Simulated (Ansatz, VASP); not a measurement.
## InAs in VASP and in Ansatz

File INCAR:

```
PREC = Accurate
ENCUT = 520
EDIFF = 1E-6
ISMEAR = 0
SIGMA = 0.15
LREAL = F
LASPH = T
NELM = 80
ALGO = Normal
ISIF = 2
LWAVE = F
LCHARG = T
GGA = PS
LELF = T
LVHAR = T
NBANDS = 16
```

File KPOINTS:

```
Automatic mesh
0
Gamma
  14 14 14
```

Contents of POSCAR:

```
InAs
1.0
    0.0000000000      2.8647211230      3.1377011204
    3.1377011204      0.0000000000      3.1377011204
    3.1377011204      2.8647211230      0.0000000000
In As
1 1
Direct
    0.0000000000      0.0000000000      0.0000000000
    0.7500000000      0.7500000000      0.7500000000
```

Input for Ansatz:

```yaml
crystal:
  lattice:
    - [0.0, 2.864721123, 3.1377011204]
    - [3.1377011204, 0.0, 3.1377011204]
    - [3.1377011204, 2.864721123, 0.0]
  atoms:
    - { symbol: In, position: [0.0, 0.0, 0.0] }
    - { symbol: As, position: [0.75, 0.75, 0.75] }
basis:
  ecutwfc: 420
kpoints:
  mp_grid: { grid: [14, 14, 14] }
hamiltonian:
  xc: pbesol
  pseudopotentials: { kind: paw, azcp: { folder: soft_1 } }
scf:
  occupations: { method: gaussian, width: 0.15 }
output:
  forces: true
  stress: true
  eigenvalues: true
```

Alike in both runs: task single point; functional PBEsol; k mesh 14 × 14 × 14; occupations gaussian, width 0.15 eV; no spin polarisation.

|  | VASP | Ansatz |
| --- | --- | --- |
| version | VASP 6.6.1 | Ansatz 0.2.0 |
| potentials or method | VASP PAW PBE potentials, release 64 (In_d, As), cutoff 520 eV | scalar-relativistic, plane waves, PAW |
| valence electrons in the cell | 18 | 28 |

```tsv
	VASP	Ansatz	Ansatz less VASP
gap on the k mesh at the Fermi level (eV)	0.19	0.19	-0.001
least direct gap on the mesh (eV)	0.38	0.38	-0.001
pressure (GPa)	-0.1	-0.2	-0.07
traceless stress, the component that is largest in VASP (GPa)	1.72	1.73	+0.004
```

VASP's potentials were made for PBE, not for PBEsol, and Ansatz warns of the same on its side. With one functional, cell and mesh, what is left measures potentials, basis and numerics. VASP's potentials hold 18 valence electrons a cell and Ansatz's 28, so a difference there can come from the potentials and not from the codes.
